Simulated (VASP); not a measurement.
# Al (Fm-3m) in VASP: notebook

Al is run at these levels: PBEsol; tasks: single point.

Everything below comes from runs of VASP 6.6.1. Logs are shortened: lines on timing, memory, paths and dates and some standing lists are left out, and cuts for length are marked.

### Step 1. The cell of the first run

It takes space group Fm-3m (No. 225, cubic). The conventional cell has a = 4.048 Å, b = 4.048 Å, c = 4.048 Å, α = 90.00°, β = 90.00°, γ = 90.00°. Within 3.8 Å of Al (site symmetry m-3m) lie 12 Al at 2.86 Å.

### Step 2. Single point, PBEsol

Contents of INCAR:

```
PREC = Accurate ; ENCUT = 520
EDIFF = 1E-6 ; ISMEAR = -1
SIGMA = 0.05 ; LREAL = False
LASPH = True ; NELM = 80
ALGO = Normal ; ISIF = 2
LWAVE = False ; LCHARG = False
GGA = PS ; NBANDS = 8
```

Contents of KPOINTS:

```
regular mesh
0
Gamma
  14 14 14
```

Contents of POSCAR:

```
Al
1.0
    0.0000000000      2.0239800000      2.0239800000
    2.0239800000      0.0000000000      2.0239800000
    2.0239800000      2.0239800000      0.0000000000
Al
1
Direct
    0.0000000000      0.0000000000      0.0000000000
```

Potentials or basis: VASP PAW PBE potentials, release 64 (Al).

The run is started by

```sh
$ cat potpaw_PBE.64/Al/POTCAR > POTCAR
$ mpirun -np 1 vasp_std > vasp.out
```

OUTCAR:

```text
PREC = Accurate
   ENCUT = 520
   EDIFF = 1E-6
   ISMEAR = -1
   LREAL = False
   LASPH = True
   NELM = 80
   ISIF = 2
   GGA = PS

 ion  position               nearest neighbor table
   1  0.000  0.000  0.000-

  LATTYP: Found a face centered cubic cell.
 ALAT       =     4.0479600000

  Lattice vectors:

 A1 = (   0.0000000000,   2.0239800000,   2.0239800000)
 A2 = (   2.0239800000,   0.0000000000,   2.0239800000)
 A3 = (   2.0239800000,   2.0239800000,   0.0000000000)

Analysis of symmetry for initial positions (statically):
[... 5 lines left out ...]
 face centered cubic supercell.

 Subroutine GETGRP returns: Found 48 space group operations
 (whereof 48 operations were pure point group operations)
 out of a pool of 48 trial point group operations.

The static configuration has the point symmetry O_h .

Analysis of symmetry for dynamics (positions and initial velocities):
[... 5 lines left out ...]
 face centered cubic supercell.

 Subroutine GETGRP returns: Found 48 space group operations
 (whereof 48 operations were pure point group operations)
 out of a pool of 48 trial point group operations.

The dynamic configuration has the point symmetry O_h .

 Subroutine INISYM returns: Found 48 space group operations
 (whereof 48 operations are pure point group operations),
 and found     1 'primitive' translations

----------------------------------------------------------------------------------------

                                     Primitive cell

  volume of cell :      16.5824

  direct lattice vectors                    reciprocal lattice vectors
     0.000000000  2.023980000  2.023980000    -0.247038014  0.247038014  0.247038014
     2.023980000  0.000000000  2.023980000     0.247038014 -0.247038014  0.247038014
     2.023980000  2.023980000  0.000000000     0.247038014  0.247038014 -0.247038014

  length of vectors
     2.862339966  2.862339966  2.862339966     0.427882392  0.427882392  0.427882392

  position of ions in fractional coordinates (direct lattice)
     0.000000000  0.000000000  0.000000000

  ion indices of the primitive-cell ions
   primitive index   ion index
                 1           1

----------------------------------------------------------------------------------------

 KPOINTS: regular mesh

Automatic generation of k-mesh.
 Grid dimensions read from file:
 generate k-points for:   14   14   14

 Generating k-lattice:

  Cartesian coordinates                     Fractional coordinates (reciprocal lattice)
    -0.017645572  0.017645572  0.017645572     0.071428571  0.000000000  0.000000000
     0.017645572 -0.017645572  0.017645572     0.000000000  0.071428571  0.000000000
     0.017645572  0.017645572 -0.017645572     0.000000000  0.000000000  0.071428571

  Length of vectors
     0.030563028  0.030563028  0.030563028

  Shift w.r.t. Gamma in fractional coordinates (k-lattice)
     0.000000000  0.000000000  0.000000000

 Subroutine IBZKPT returns following result:
 ===========================================

 Found    104 irreducible k-points:

 Following reciprocal coordinates:
            Coordinates               Weight
  0.000000  0.000000  0.000000      1.000000
  0.071429  0.000000  0.000000      8.000000
  0.142857  0.000000  0.000000      8.000000
  0.214286  0.000000  0.000000      8.000000
  0.285714  0.000000  0.000000      8.000000
  0.357143  0.000000  0.000000      8.000000
[... 16 lines left out ...]
  0.214286  0.142857  0.000000     24.000000
  0.285714  0.142857  0.000000     24.000000
 [... further k-points ...]
   k-points           NKPTS =    104   k-points in BZ     NKDIM =    104   number of bands    NBANDS=      8
   number of dos      NEDOS =    301   number of ions     NIONS =      1
   total plane-waves  NPLWV =  13824
   dimension x,y,z NGX =    24 NGY =   24 NGZ =   24
   dimension x,y,z NGXF=    48 NGYF=   48 NGZF=   48
   ions per type =               1
   NGX,Y,Z   is equivalent  to a cutoff of  13.94, 13.94, 13.94 a.u.
   NGXF,Y,Z  is equivalent  to a cutoff of  27.88, 27.88, 27.88 a.u.
 SYSTEM =  unknown system
   PREC   = accura    normal or accurate (medium, high low for compatibility)
   ISTART =      0    job   : 0-new  1-cont  2-samecut
   ICHARG =      2    charge: 1-file 2-atom 10-const
   ISPIN  =      1    spin polarized calculation?
   LNONCOLLINEAR =      F non collinear calculations
   LSORBIT =      F    spin-orbit coupling
   LASPH  =      T    aspherical Exc in radial PAW
   ENCUT  =  520.0 eV  38.22 Ry    6.18 a.u.   5.32  5.32  5.32*2*pi/ulx,y,z
   NELM   =     80;   NELMIN=  2; NELMDL= -5     # of ELM steps
   EDIFF  = 0.1E-05   stopping-criterion for ELM
   LREAL  =      F    real-space projection
   EDIFFG = 0.1E-04   stopping-criterion for IOM
   NSW    =      0    number of steps for IOM
   IBRION =     -1    ionic relax: 0-MD 1-quasi-New 2-CG
   NFREE  =      0    steps in history (QN), initial steepest desc. (CG)
   ISIF   =      2    stress and relaxation
   ISYM   =      2    0-nonsym 1-usesym 2-fastsym
   POTIM  = 0.5000    time-step for ionic-motion
   TEBEG  =    0.0;   TEEND  =   0.0 temperature during run
   PSTRESS=    0.0 pullay stress
   NELECT =       3.0000    total number of electrons
   NUPDOWN=      -1.0000    fix difference up-down
   EMIN   =  10.00;   EMAX   =-10.00  energy-range for DOS
[... 5 lines left out ...]
     AMIX     =   0.40;   BMIX     =  1.00
     AMIX_MAG =   1.60;   BMIX_MAG =  1.00
  volume/ion in A,a.u.               =      16.58       111.90
  Fermi-wavevector in a.u.,A,eV,Ry     =   0.925903  1.749704 11.664236  0.857297
  Thomas-Fermi vector in A             =   2.051808
   LORBIT       =      0    0 simple, 1 ext, 2 COOP (PROOUT), +10 PAW based schemes
   GGA     = PS    functional components
   LHFCALC =     F    Hartree Fock is set to
   AEXX    =    0.0000 exact exchange contribution
   IVDW    =     0    specifies the selected vdW correction
   LEPSILON=     F    determine dielectric tensor
   LRPA    =     F    only Hartree local field effects (RPA)
 non-spin polarized calculation
  energy-cutoff  :      520.00
  volume of cell :       16.58
 maximum number of plane-waves:       459
 NGX is ok and might be reduce to    24
   NGX = 11   NGY = 11   NGZ = 11

 number of electron       3.0000000 magnetization

 Free energy of the ion-electron system (eV)
  ---------------------------------------------------
  ext. energy  EPLUGINS =         0.00000000
  ---------------------------------------------------
  free energy    TOTEN  =        -4.08407485 eV

  energy without entropy =       -4.07989373  energy(sigma->0) =       -4.08198429

 E-fermi :   7.8668     XC(G=0): -10.2391

 val. band max:        7.8636512007   @ k =  -0.3571   0.4286   0.2143
 cond. band min:       7.9092608695   @ k =   0.5000   0.2857   0.0000
 fundamental gap:      0.0456096688
 Fermi energy:         7.8667517539

 k-point     1 :       0.0000    0.0000    0.0000
  band No.  band energies     occupation
      1      -3.1977      2.00000
      2      20.4651      0.00000
      3      20.4651      0.00000
      4      20.4651      0.00000
      5      21.9184      0.00000
      6      21.9184      0.00000
      7      21.9184      0.00000
      8      24.3450      0.00000

 k-point     2 :       0.0714    0.0000    0.0000
  band No.  band energies     occupation
      1      -3.0595      2.00000
      2      18.3316      0.00000
      3      20.0032      0.00000
      4      20.0032      0.00000
      5      22.5791      0.00000
      6      22.5928      0.00000
      7      22.5928      0.00000
      8      25.7224      0.00000

 k-point     3 :       0.1429    0.0000    0.0000
  band No.  band energies     occupation
      1      -2.6458      2.00000
      2      15.4586      0.00000
      3      19.3688      0.00000
      4      19.3688      0.00000
      5      22.5008      0.00000
      6      23.7124      0.00000
      7      23.7124      0.00000
      8      25.2094      0.00000

 k-point     4 :       0.2143    0.0000    0.0000
  band No.  band energies     occupation
      1      -1.9589      2.00000
      2      12.6596      0.00000
      3      18.9031      0.00000
      4      18.9031      0.00000
      5      22.2785      0.00000
      6      23.2164      0.00000
      7      23.2164      0.00000
      8      25.8393      0.00000

 k-point     5 :       0.2857    0.0000    0.0000
  band No.  band energies     occupation
      1      -1.0029      2.00000
      2      10.0300      0.00000
      3      18.6527      0.00000
      4      18.6527      0.00000
      5      21.9560      0.00000
      6      21.9560      0.00000
      7      22.1553      0.00000
      8      25.9572      0.00000

 k-point     6 :       0.3571    0.0000    0.0000
  band No.  band energies     occupation
      1       0.2171      2.00000
      2       7.6040      1.98960
      3      18.6286      0.00000
      4      18.6286      0.00000
      5      20.8436      0.00000
      6      20.8436      0.00000
      7      22.2201      0.00000
      8      24.7955      0.00000

 k-point     7 :       0.4286    0.0000    0.0000
  band No.  band energies     occupation
      1       1.6940      2.00000
      2       5.4004      2.00000
      3      18.8345      0.00000
      4      18.8345      0.00000
      5      19.9456      0.00000
      6      19.9456      0.00000
      7      22.5106      0.00000
      8      23.8141      0.00000
[... 133 lines left out ...]
 k-point    20 :      -0.1429    0.0714    0.0000
  band No.  band energies     occupation
      1      -2.3249      2.00000
      2      14.5625      0.00000
      3      17.0398      0.00000
      4      20.6717      0.00000
      5      22.6119      0.00000
      6      23.1863      0.00000
      7      23.7571      0.00000
      8      24.4325      0.00000

 k-point    21 :      -0.0714    0.0714    0.0000
  band No.  band energies     occupation
      1      -2.8296      2.00000
      2      17.1265      0.00000
      3      17.9489      0.00000
      4      20.8232      0.00000
      5      22.1357      0.00000
      6      23.0721      0.00000
      7      23.8584      0.00000
      8      24.8731      0.00000

 k-point    22 :       0.1429    0.1429    0.0000
  band No.  band energies     occupation
      1      -2.4623      2.00000
      2      17.3646      0.00000
      3      17.3646      0.00000
      4      17.5913      0.00000
      5      20.4967      0.00000
      6      21.5425      0.00000
      7      26.0477      0.00000
      8      26.0477      0.00000

 k-point    23 :       0.2143    0.1429    0.0000
  band No.  band energies     occupation
      1      -1.9589      2.00000
      2      14.8346      0.00000
      3      16.7067      0.00000
      4      17.9481      0.00000
      5      19.7482      0.00000
      6      20.7385      0.00000
      7      26.5587      0.00000
      8      26.8565      0.00000

 k-point    24 :       0.2857    0.1429    0.0000
  band No.  band energies     occupation
      1      -1.1845      2.00000
      2      12.1620      0.00000
      3      16.2827      0.00000
      4      17.8199      0.00000
      5      18.2270      0.00000
      6      22.0874      0.00000
      7      25.9870      0.00000
      8      26.5622      0.00000

 [... further k-points ...]
[... 5 lines left out ...]
  --------------------------------------------------------------------------------------
  -------------------------------------------------------------------------------------
  Total       -0.2127556     -0.2127556     -0.2127556     -0.0000000      0.0000000     -0.0000000
  in kB      -20.5562059    -20.5562059    -20.5562059     -0.0000000      0.0000000     -0.0000000
  external PRESSURE =     -20.5562059 kB  Pullay stress =       0.0000000 kB

 VOLUME and BASIS-vectors are now :
 -----------------------------------------------------------------------------
  energy-cutoff  :      520.00
  volume of cell :       16.58
      direct lattice vectors                 reciprocal lattice vectors
     0.000000000  2.023980000  2.023980000    -0.247038014  0.247038014  0.247038014
     2.023980000  0.000000000  2.023980000     0.247038014 -0.247038014  0.247038014
     2.023980000  2.023980000  0.000000000     0.247038014  0.247038014 -0.247038014

 POSITION                                       TOTAL-FORCE (eV/Angst)
 -----------------------------------------------------------------------------------
      0.00000      0.00000      0.00000         0.000000      0.000000     -0.000000
 -----------------------------------------------------------------------------------
    total drift:                               -0.000000     -0.000000      0.000000

  FREE ENERGIE OF THE ION-ELECTRON SYSTEM (eV)
  ---------------------------------------------------
  free  energy   TOTEN  =        -4.0840748453 eV

  energy  without entropy=       -4.0798937267  energy(sigma->0) =       -4.08198429
```

Run time: 27 s. Hardware: 1 thread of Intel Xeon 8259CL, shared host; peak memory 0.1 GiB.

What came out:

```
Free energy : -4.0841 eV
Pressure    : -2.1 GPa
```

Caveat: the PAW data sets were made with another functional, which shifts forces and pressure a little.

### Step 3. Single point, PBEsol (volume scaled by 0.98)

Contents of INCAR:

```
SYSTEM = Al
  ALGO = Normal
  EDIFF = 1E-6
  ENCUT = 520
  GGA = PS
  ISIF = 2
  ISMEAR = -1
  LASPH = .TRUE.
  LCHARG = .TRUE.
  LELF = .TRUE.
  LREAL = .FALSE.
  LVHAR = .TRUE.
  LWAVE = .FALSE.
  NBANDS = 8
  NELM = 80
  PREC = Accurate
  SIGMA = 0.05
```

Contents of KPOINTS:

```
k-points
0
G
  14 14 14
  0 0 0
```

Contents of POSCAR:

```
Al
1.0
    0.0000000000      2.0103958323      2.0103958323
    2.0103958323      0.0000000000      2.0103958323
    2.0103958323      2.0103958323      0.0000000000
Al
1
Direct
    0.0000000000      0.0000000000      0.0000000000
```

Potentials or basis: VASP PAW PBE potentials, release 64 (Al).

The run is started by

```sh
$ cat potpaw_PBE.64/Al/POTCAR > POTCAR
$ mpirun -np 1 vasp_std > vasp.out
```

OUTCAR:

```text
SYSTEM = Al
   EDIFF = 1E-6
   ENCUT = 520
   GGA = PS
   ISIF = 2
   ISMEAR = -1
   LASPH = .TRUE.
   LREAL = .FALSE.
   NELM = 80
   PREC = Accurate

 ion  position               nearest neighbor table
   1  0.000  0.000  0.000-

  LATTYP: Found a face centered cubic cell.
 ALAT       =     4.0207916646

  Lattice vectors:

 A1 = (   0.0000000000,   2.0103958323,   2.0103958323)
 A2 = (   2.0103958323,   0.0000000000,   2.0103958323)
 A3 = (   2.0103958323,   2.0103958323,   0.0000000000)

Analysis of symmetry for initial positions (statically):
[... 5 lines left out ...]
 face centered cubic supercell.
[... 427 lines left out ...]
      1      -1.0866      2.00000
      2      12.4212      0.00000
      3      16.6148      0.00000
      4      18.1197      0.00000
      5      18.6067      0.00000
      6      22.5138      0.00000
      7      26.4324      0.00000
      8      27.0279      0.00000

 [... further k-points ...]
[... 5 lines left out ...]
  --------------------------------------------------------------------------------------
  -------------------------------------------------------------------------------------
  Total       -0.0515245     -0.0515245     -0.0515245      0.0000000      0.0000000     -0.0000000
  in kB       -5.0798373     -5.0798373     -5.0798373      0.0000000      0.0000000     -0.0000000
  external PRESSURE =      -5.0798373 kB  Pullay stress =       0.0000000 kB

 VOLUME and BASIS-vectors are now :
 -----------------------------------------------------------------------------
  energy-cutoff  :      520.00
  volume of cell :       16.25
      direct lattice vectors                 reciprocal lattice vectors
     0.000000000  2.010395832  2.010395832    -0.248707241  0.248707241  0.248707241
     2.010395832  0.000000000  2.010395832     0.248707241 -0.248707241  0.248707241
     2.010395832  2.010395832  0.000000000     0.248707241  0.248707241 -0.248707241

 POSITION                                       TOTAL-FORCE (eV/Angst)
 -----------------------------------------------------------------------------------
      0.00000      0.00000      0.00000         0.000000     -0.000000     -0.000000
 -----------------------------------------------------------------------------------
    total drift:                                0.000000     -0.000000     -0.000000

  FREE ENERGIE OF THE ION-ELECTRON SYSTEM (eV)
  ---------------------------------------------------
  free  energy   TOTEN  =        -4.0867440362 eV

  energy  without entropy=       -4.0827362029  energy(sigma->0) =       -4.08474012
```

OSZICAR:

```text
N       E                     dE             d eps       ncg     rms          rms(c)
DAV:   1    -0.283848699738E+01   -0.28385E+01   -0.87277E+02  1664   0.205E+02
DAV:   2    -0.410964823430E+01   -0.12712E+01   -0.12106E+01  2344   0.182E+01
DAV:   3    -0.411585299958E+01   -0.62048E-02   -0.62019E-02  2080   0.141E+00
DAV:   4    -0.411587180674E+01   -0.18807E-04   -0.18807E-04  2632   0.703E-02
DAV:   5    -0.411587185385E+01   -0.47104E-07   -0.47181E-07  2152   0.193E-03    0.142E+00
DAV:   6    -0.409848850477E+01    0.17383E-01   -0.21961E-03  2248   0.195E-01    0.809E-01
DAV:   7    -0.408676093062E+01    0.11728E-01   -0.59896E-03  2136   0.312E-01    0.171E-01
DAV:   8    -0.408674475594E+01    0.16175E-04   -0.21037E-05  2440   0.312E-02    0.939E-03
DAV:   9    -0.408674403625E+01    0.71969E-06   -0.33593E-07  2304   0.261E-03
   1 F= -.40867440E+01 E0= -.40847401E+01  d E =-.400783E-02
```

It took 27 s on 1 thread of Intel Xeon 8259CL, shared host; peak memory 0.11 GiB.

Results:

```yaml
Free_energy: -4.0867 eV
Pressure: -0.5 GPa
```

Caveat: the PAW data sets were made with another functional, which shifts forces and pressure a little.
